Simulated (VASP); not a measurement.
A run of VASP 6.6.1 is set up as follows.

POSCAR

```
SrO
1.0
    0.0449715000      2.5698000000      2.5698000000
    2.6147715000      0.0000000000      2.6147715000
    2.5698000000      2.5698000000      0.0449715000
Sr O
1 1
Direct
    0.0000000000      0.0000000000      0.0000000000
    0.5000000000      0.5000000000      0.5000000000
```

File INCAR.step1:

```
SYSTEM = SrO
ALGO     = Normal         ! electronic algorithm
EDIFF    = 1E-4           ! SCF threshold, eV
ENCUT    = 520            ! plane-wave cutoff, eV
GGA      = PE             ! functional
ISMEAR   = 0              ! smearing method
LASPH    = .TRUE.         ! aspherical terms in the spheres
LCHARG   = .FALSE.        ! write CHGCAR
LREAL    = .FALSE.        ! projectors in reciprocal space
LWAVE    = .TRUE.         ! write WAVECAR
NBANDS   = 15             ! bands
NELM     = 60             ! most SCF steps
PREC     = Accurate       ! precision mode
SIGMA    = 0.05           ! smearing width, eV
```

File INCAR.step2:

```
SYSTEM = SrO
ALGO     = Normal         ! electronic algorithm
EDIFF    = 1E-7           ! SCF threshold, eV
ENCUT    = 520            ! plane-wave cutoff, eV
ISIF     = 2              ! what is computed and relaxed
ISMEAR   = 0              ! smearing method
ISTART   = 1            
LASPH    = .TRUE.         ! aspherical terms in the spheres
LCHARG   = .FALSE.        ! write CHGCAR
LMIXTAU  = .TRUE.       
LREAL    = .FALSE.        ! projectors in reciprocal space
LWAVE    = .FALSE.        ! write WAVECAR
METAGGA  = R2SCAN         ! meta-GGA
NBANDS   = 15             ! bands
NELM     = 60             ! most SCF steps
PREC     = Accurate       ! precision mode
SIGMA    = 0.05           ! smearing width, eV
```

Contents of KPOINTS:

```
k-points
0
G
  8 8 8
  0 0 0
```

Potentials or basis: VASP PAW PBE potentials, release 64 (Sr_sv, O).

Launch:

```console
$ cat potpaw_PBE.64/Sr_sv/POTCAR potpaw_PBE.64/O/POTCAR > POTCAR
$ cp INCAR.step1 INCAR
$ mpirun -np 1 vasp_std > vasp.out
$ cp INCAR.step2 INCAR
$ mpirun -np 1 vasp_std > vasp.out
```

Q: Predict the band gap on the k mesh.

A: 3.70 eV, indirect (least direct gap 3.78 eV).

Q: Estimate the pressure.

A: 1.7 GPa.

Stress tensor (GPa, compression positive):
```
 1.70  0.00 -1.93
 0.00  1.62  0.00
-1.93  0.00  1.70
```

Caveat: the cell differs from its parent crystal (strain +0.0350 x Voigt [0, 0, 0, 0, 1, 0]); the PAW data sets were made with another functional, which shifts forces and pressure a little. A k mesh can miss the band edges.
